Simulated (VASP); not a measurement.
A run of VASP 6.6.1:

INCAR

```
SYSTEM = CuO
ALGO = Normal
EDIFF = 1E-6
ENCUT = 520
GGA = PE
ISIF = 2
ISMEAR = -1
LASPH = .True.
LCHARG = .True.
LELF = .True.
LREAL = .False.
LVHAR = .True.
LWAVE = .False.
NBANDS = 34
NELM = 80
PREC = Accurate
SIGMA = 0.05
```

The input KPOINTS:

```
k-points
0
Gamma
  7 7 7
  0 0 0
```

POSCAR

```
CuO
1.0
    4.0420476430      0.0000000000      0.0000000000
    0.0000000000      4.0420476430      0.0000000000
    0.0000000000      0.0000000000      3.8800036610
Cu O
3 3
Direct
    0.5000000000      0.0000000000      0.5000000000
    0.0000000000      0.5000000000      0.5000000000
    0.0000000000      0.0000000000      0.0000000000
    0.0000000000      0.0000000000      0.5000000000
    0.5000000000      0.0000000000      0.0000000000
    0.0000000000      0.5000000000      0.0000000000
```

Potentials or basis: VASP PAW PBE potentials, release 64 (Cu, O).

The run is started by

```bash
$ cat potpaw_PBE.64/Cu/POTCAR potpaw_PBE.64/O/POTCAR > POTCAR
$ mpirun -np 1 vasp_std > vasp.out
```

Hardware: 1 thread of Intel Xeon 8259CL (shared host).

Q: Estimate the wall time of this run.

A: Run time: 3.6 min on 1 thread of Intel Xeon 8259CL (shared host), peak memory 0.21 GiB. Counts: scf iterations 18, k points 40.
